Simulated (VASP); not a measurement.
# Os (C2/m) in VASP: a series of runs, part 3 of 3

VASP 6.6.1.

### Step 4. Electric field gradients, r2SCAN (shortest bond scaled by 0.7)

POSCAR reads:

```
Os
1.0
    2.7341000000      0.0000000000      0.0000000000
   -1.3670500000      2.3678000565      0.0000000000
    0.0000000000      0.0000000000      4.3197000000
Os
2
Direct
    0.2333333333      0.6166666667      0.1750000000
    0.7666666667      0.3833333333      0.8250000000
```

INCAR.step1 reads:

```
PREC = Accurate
ENCUT = 520
ISMEAR = -1
SIGMA = 0.05
LREAL = False
LASPH = True
NELM = 100
NBANDS = 15
GGA = PE
ALGO = Normal
EDIFF = 1E-4
LWAVE = True
LCHARG = False
```

INCAR.step2 reads:

```
PREC = Accurate
ENCUT = 520
EDIFF = 1E-8
ISMEAR = -1
SIGMA = 0.05
LREAL = False
LASPH = True
NELM = 100
ALGO = Normal
ISIF = 2
LWAVE = False
LCHARG = False
METAGGA = R2SCAN
LMIXTAU = True
LEFG = True
NBANDS = 15
ISTART = 1
```

KPOINTS reads:

```
Automatic mesh
0
Gamma
  13 13 7
```

Potentials or basis: VASP PAW PBE potentials, release 64 (Os).

Started as:

```
$ cat potpaw_PBE.64/Os/POTCAR > POTCAR
$ cp INCAR.step1 INCAR
$ mpirun -np 1 vasp_std > vasp.out
$ cp INCAR.step2 INCAR
$ mpirun -np 1 vasp_std > vasp.out
```

OUTCAR:

```text
PREC = Accurate
   ENCUT = 520
   EDIFF = 1E-8
   ISMEAR = -1
   LREAL = False
   LASPH = True
   NELM = 100
   ISIF = 2
   METAGGA = R2SCAN
   ISTART = 1

 ion  position               nearest neighbor table
   1  0.233  0.617  0.175-   2 1.87   2 2.40   2 2.40   2 3.02   2 3.31   2 3.31   2 3.37   2 3.37

   2  0.767  0.383  0.825-   1 1.87   1 2.40   1 2.40   1 3.02   1 3.31   1 3.31   1 3.37   1 3.37

  LATTYP: Found a hexagonal cell.
 ALAT       =     2.7341000000
 C/A-ratio  =     1.5799348963

  Lattice vectors:

 A1 = (   2.7341000000,   0.0000000000,   0.0000000000)
 A2 = (  -1.3670500000,   2.3678000565,   0.0000000000)
 A3 = (   0.0000000000,   0.0000000000,   4.3197000000)

Analysis of symmetry for initial positions (statically):
=====================================================================
 Subroutine PRICEL returns:
 Original cell was already a primitive cell.

 Routine SETGRP: Setting up the symmetry group for a
 hexagonal supercell.

 Subroutine GETGRP returns: Found  4 space group operations
 (whereof  4 operations were pure point group operations)
 out of a pool of 24 trial point group operations.

The static configuration has the point symmetry C_2h.

Analysis of symmetry for dynamics (positions and initial velocities):
=====================================================================
 Subroutine PRICEL returns:
 Original cell was already a primitive cell.

 Routine SETGRP: Setting up the symmetry group for a
 hexagonal supercell.

 Subroutine GETGRP returns: Found  4 space group operations
 (whereof  4 operations were pure point group operations)
 out of a pool of 24 trial point group operations.

The dynamic configuration has the point symmetry C_2h.

 Subroutine INISYM returns: Found  4 space group operations
 (whereof  4 operations are pure point group operations),
 and found     1 'primitive' translations

----------------------------------------------------------------------------------------

                                     Primitive cell

  volume of cell :      27.9649

  direct lattice vectors                    reciprocal lattice vectors
     2.734100000  0.000000000  0.000000000     0.365751070  0.211166479  0.000000000
    -1.367050000  2.367800057  0.000000000     0.000000000  0.422332957  0.000000000
     0.000000000  0.000000000  4.319700000     0.000000000  0.000000000  0.231497558

  length of vectors
     2.734100000  2.734100000  4.319700000     0.422332957  0.422332957  0.231497558

  position of ions in fractional coordinates (direct lattice)
     0.233333333  0.616666667  0.175000000
     0.766666667  0.383333333  0.825000000

  ion indices of the primitive-cell ions
   primitive index   ion index
                 1           1
                 2           2

----------------------------------------------------------------------------------------

 KPOINTS: Automatic mesh

Automatic generation of k-mesh.
 Grid dimensions read from file:
 generate k-points for:   13   13    7

 Generating k-lattice:

  Cartesian coordinates                     Fractional coordinates (reciprocal lattice)
[... 81 lines left out ...]
  volume/ion in A,a.u.               =      13.98        94.36
  Fermi-wavevector in a.u.,A,eV,Ry     =   1.359076  2.568282 25.131161  1.847088
  Thomas-Fermi vector in A             =   2.485855
   LORBIT       =      0    0 simple, 1 ext, 2 COOP (PROOUT), +10 PAW based schemes
   METAGGA = R2SCAN    functional components
   LHFCALC =     F    Hartree Fock is set to
   AEXX    =    0.0000 exact exchange contribution
   IVDW    =     0    specifies the selected vdW correction
   LEPSILON=     F    determine dielectric tensor
   LRPA    =     F    only Hartree local field effects (RPA)
 non-spin polarized calculation
  energy-cutoff  :      520.00
  volume of cell :       27.96
 maximum number of plane-waves:       766
   NGX = 11   NGY = 11   NGZ = 17

 number of electron      15.9999999 magnetization

 Free energy of the ion-electron system (eV)
  ---------------------------------------------------
  ext. energy  EPLUGINS =         0.00000000
  ---------------------------------------------------
  free energy    TOTEN  =       -98.54057282 eV

  energy without entropy =      -98.52558204  energy(sigma->0) =      -98.53307743

 E-fermi :   9.9552     XC(G=0): -14.9820

 val. band max:        9.9542467170   @ k =  -0.1538   0.3846   0.1429
 cond. band min:       9.9572533478   @ k =   0.4615   0.3077   0.0000
 fundamental gap:      0.0030066307
 Fermi energy:         9.9552065861

 k-point     1 :       0.0000    0.0000    0.0000
  band No.  band energies     occupation
      1      -2.0348      2.00000
      2      -0.6524      2.00000
      3       2.5874      2.00000
      4       3.2562      2.00000
      5       3.9979      2.00000
      6       4.9795      2.00000
      7       6.9998      2.00000
      8       8.7356      2.00000
      9      11.0047      0.00000
     10      11.8991      0.00000
     11      12.5225      0.00000
     12      13.6506      0.00000
     13      16.8807      0.00000
     14      23.6976      0.00000
[... 401 lines left out ...]
      2       1.2342      2.00000
      3       2.1108      2.00000
      4       3.5744      2.00000
      5       5.1713      2.00000
      6       6.0140      2.00000
      7       8.3532      2.00000
      8       9.9451      1.10040
      9      10.6930      0.00000
     10      11.6083      0.00000
     11      12.2024      0.00000
     12      18.3871      0.00000
     13      20.2405      0.00000
     14      20.7078      0.00000
     15      24.9507      0.00000

 [... further k-points ...]

------------------------ aborting loop because EDIFF is reached ----------------------------------------

  FORCE on cell =-STRESS in cart. coord.  units (eV):
  Direction    XX          YY          ZZ          XY          YZ          ZX
  --------------------------------------------------------------------------------------
  -------------------------------------------------------------------------------------
  Total       27.6170096     15.0608112     32.8164054     10.8739868      7.5945191     13.1540676
  in kB     1582.2467996    862.8711306   1880.1330478    622.9976043    435.1087867    753.6290745
  external PRESSURE =    1441.7503260 kB  Pullay stress =       0.0000000 kB

 VOLUME and BASIS-vectors are now :
 -----------------------------------------------------------------------------
  energy-cutoff  :      520.00
  volume of cell :       27.96
      direct lattice vectors                 reciprocal lattice vectors
     2.734100000  0.000000000  0.000000000     0.365751070  0.211166479  0.000000000
    -1.367050000  2.367800057  0.000000000     0.000000000  0.422332957  0.000000000
     0.000000000  0.000000000  4.319700000     0.000000000  0.000000000  0.231497558

 POSITION                                       TOTAL-FORCE (eV/Angst)
 -----------------------------------------------------------------------------------
     -0.20506      1.46014      0.75595         8.927610      5.154358     23.231972
      1.57211      0.90766      3.56375        -8.927610     -5.154358    -23.231972
 -----------------------------------------------------------------------------------
    total drift:                                0.000000     -0.000000      0.000000

  FREE ENERGIE OF THE ION-ELECTRON SYSTEM (eV)
  ---------------------------------------------------
  free  energy   TOTEN  =       -98.5405728207 eV

  energy  without entropy=      -98.5255820436  energy(sigma->0) =      -98.53307743

 Electric field gradients (V/A^2)
---------------------------------------------------------------------
 ion       V_xx      V_yy      V_zz      V_xy      V_xz      V_yz
---------------------------------------------------------------------
   1    -111.891   -52.866   164.757   -51.117   202.009   116.630
   2    -111.891   -52.866   164.757   -51.117   202.009   116.630
---------------------------------------------------------------------

 Electric field gradients after diagonalization (V/A^2)
 (convention: |V_zz| > |V_xx| > |V_yy|)
----------------------------------------------------------------------
 ion       V_xx      V_yy      V_zz     asymmetry (V_yy - V_xx)/ V_zz
----------------------------------------------------------------------
   1    -267.328   -23.354   290.681       0.839
   2    -267.328   -23.354   290.681       0.839
----------------------------------------------------------------------

           NMR quadrupolar parameters

 Cq : quadrupolar parameter    Cq=e*Q*V_zz/h
 eta: asymmetry parameters     (V_yy - V_xx)/ V_zz
 Q  : nuclear electric quadrupole moment in mb (millibarn)
----------------------------------------------------------------------
 ion       Cq(MHz)       eta       Q (mb)
----------------------------------------------------------------------
   1       0.703       0.839       1.000
   2       0.703       0.839       1.000
----------------------------------------------------------------------
```

OUTCAR.step1:

```text
PREC = Accurate
   ENCUT = 520
   ISMEAR = -1
   LREAL = False
   LASPH = True
[... 654 lines left out ...]
     -0.20506      1.46014      0.75595         9.594855      5.539592     24.514580
      1.57211      0.90766      3.56375        -9.594855     -5.539592    -24.514580
 -----------------------------------------------------------------------------------
    total drift:                                0.000000     -0.000000      0.000000

  FREE ENERGIE OF THE ION-ELECTRON SYSTEM (eV)
  ---------------------------------------------------
  free  energy   TOTEN  =       -14.7104843916 eV

  energy  without entropy=      -14.6947793077  energy(sigma->0) =      -14.70263185
```

OSZICAR.step1:

```text
N       E                     dE             d eps       ncg     rms          rms(c)
DAV:   1     0.118960231808E+03    0.11896E+03   -0.75617E+03  9660   0.103E+03
DAV:   2    -0.105624530254E+02   -0.12952E+03   -0.11270E+03  9821   0.340E+02
DAV:   3    -0.156384249271E+02   -0.50760E+01   -0.49185E+01 13013   0.613E+01
DAV:   4    -0.156747615746E+02   -0.36337E-01   -0.36300E-01 10234   0.535E+00
DAV:   5    -0.156749709513E+02   -0.20938E-03   -0.20937E-03 13006   0.379E-01    0.314E+01
DAV:   6    -0.150059507336E+02    0.66902E+00   -0.29977E-01 10787   0.384E+00    0.177E+01
DAV:   7    -0.147134407315E+02    0.29251E+00   -0.33754E-01 11942   0.428E+00    0.666E-01
DAV:   8    -0.147107308531E+02    0.27099E-02   -0.15251E-02 10262   0.107E+00    0.287E-01
DAV:   9    -0.147104814594E+02    0.24939E-03   -0.15433E-03 12747   0.339E-01    0.443E-02
DAV:  10    -0.147104843916E+02   -0.29322E-05   -0.43943E-05  6006   0.504E-02
   1 F= -.14710484E+02 E0= -.14702632E+02  d E =-.157051E-01
```

Wall time 4.2 min (1 thread of Intel Xeon 6975P-C (Granite Rapids), shared host); peak memory 0.23 GiB.

Results:

```yaml
Free_energy: -98.5406 eV
Pressure: 144.2 GPa
Largest_force: 25.416 eV/Å
Band_gap_on_the_k_mesh: zero (bands 8 and 9 overlap by 2.62 eV)
Largest_electric_field_gradient_by_atom: Os +290.7 V/Å²
```

Forces on the atoms (eV/Å):
```
Os    8.928   5.154  23.232
Os   -8.928  -5.154 -23.232
```

Stress tensor (GPa, compression positive):
```
158.22  62.30  75.36
 62.30  86.29  43.51
 75.36  43.51 188.01
```

Electric field gradients, principal values (V/Å²):
| atom | least | middle | greatest (by size) |
| --- | --- | --- | --- |
| 1 Os | -23.354 | -267.328 | 290.681 |
| 2 Os | -23.354 | -267.328 | 290.681 |

Caveat: the cell differs from its parent crystal (shortest bond scaled by 0.7); atoms lie so close that the PAW spheres overlap strongly, which falsifies energies and pressures; the stress differs along the axes, from 86 to 188 GPa; without QUAD_EFG the Cq values of the log hold for a quadrupole moment of 1 mb, not for the nuclei; the PAW data sets were made with another functional, which shifts forces and pressure a little; spin-orbit coupling is left out, which moves the levels of the heavy elements.

### Step 5. Summary

```tsv
cell	gap on the mesh (eV)	pressure (GPa)	largest force (eV/Å)
as given, shortest bond scaled by 0.88	none	21.9	5.65
as given, shortest bond scaled by 0.76	none	88.2	17.68
as given, shortest bond scaled by 0.7	none	144.2	25.42
```

Some of these runs hold the atoms at other places in the same cell, which the table doesn't show; runs alike in all that it shows share one row.

Alike in all rows: task electric field gradients; level r2SCAN; potentials or basis VASP PAW PBE potentials, release 64 (Os); no spin polarisation; k mesh 13 × 13 × 7; cutoff (eV) 520; smearing fermi-dirac 0.05 eV.

Caveats: the PAW data sets were made with another functional, which shifts forces and pressure a little; spin-orbit coupling is left out, which moves the levels of the heavy elements; the stress differs along the axes, from 9 to 41 GPa (at least some runs); the stress differs along the axes, from 42 to 144 GPa (at least some runs); atoms lie so close that the PAW spheres overlap strongly, which falsifies energies and pressures (at least some runs); the stress differs along the axes, from 86 to 188 GPa (at least some runs).

Absolute energies hang on the potentials; compare differences alone.
